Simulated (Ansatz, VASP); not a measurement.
**One calculation of Ti, two programs**

POSCAR

```
Ti
1.0
    2.9744900590      0.0000000000      0.0000000000
   -1.4872450295      2.5759839544      0.0000000000
    0.0000000000      0.0000000000      4.7027049717
Ti
2
Direct
    0.3333333333      0.6666666667      0.2500000000
    0.6666666667      0.3333333333      0.7500000000
```

INCAR.step1

```
SYSTEM = Ti
  PREC = Accurate
  ENCUT = 520
  ISMEAR = -1
  SIGMA = 0.1
  LREAL = .False.
  LASPH = .True.
  NELM = 80
  NBANDS = 19
  GGA = PE
  ALGO = Normal
  EDIFF = 1E-4
  LWAVE = .True.
  LCHARG = .False.
```

File INCAR.step2:

```
SYSTEM = Ti
  PREC = Accurate
  ENCUT = 520
  EDIFF = 1E-6
  ISMEAR = -1
  SIGMA = 0.1
  LREAL = .False.
  LASPH = .True.
  NELM = 80
  ALGO = Normal
  ISIF = 2
  LWAVE = .False.
  LCHARG = .False.
  METAGGA = R2SCAN
  LMIXTAU = .True.
  NBANDS = 19
  ISTART = 1
```

Contents of KPOINTS:

```
Automatic mesh
0
Gamma
  20 20 11
  0 0 0
```

Input for Ansatz:

```yaml
crystal:
  lattice:
    - [2.974490059, 0.0, 0.0]
    - [-1.4872450295, 2.5759839544, 0.0]
    - [0.0, 0.0, 4.7027049717]
  atoms:
    - { symbol: Ti, position: [0.3333333333, 0.6666666667, 0.25] }
    - { symbol: Ti, position: [0.6666666667, 0.3333333333, 0.75] }
hamiltonian:
  xc: r2scan
  pseudopotentials:
    kind: paw
    azcp:
      Ti: "pseudopotentials/Ti.paw.azcp"
basis:
  ecutwfc: 500
  fft_grid_basis: typed
kpoints:
  mp_grid: { grid: [20, 20, 11], shift: [0, 0, 0] }
magnetization:
  spin_polarized: false
scf:
  occupations: { method: fermi_dirac, width: 0.1 }
output:
  stress: true
```

Alike in both runs: task single point; functional r2SCAN; k mesh 20 × 20 × 11; occupations fermi-dirac, width 0.1 eV; no spin polarisation.

```csv
,VASP,Ansatz
version,VASP 6.6.1,Ansatz 0.2.0
potentials or method,"VASP PAW PBE potentials, release 64 (Ti_sv), cutoff 520 eV","plane waves (500 eV) with PAW, scalar-relativistic"
valence electrons in the cell,24,24
```

|  | VASP | Ansatz | Ansatz less VASP |
| --- | --- | --- | --- |
| pressure (GPa) | -3.9 | -4.3 | -0.34 |

VASP's potentials were made for PBE, not for r2SCAN. The functional is the same, so the differences come from potentials, cutoffs and numerics.
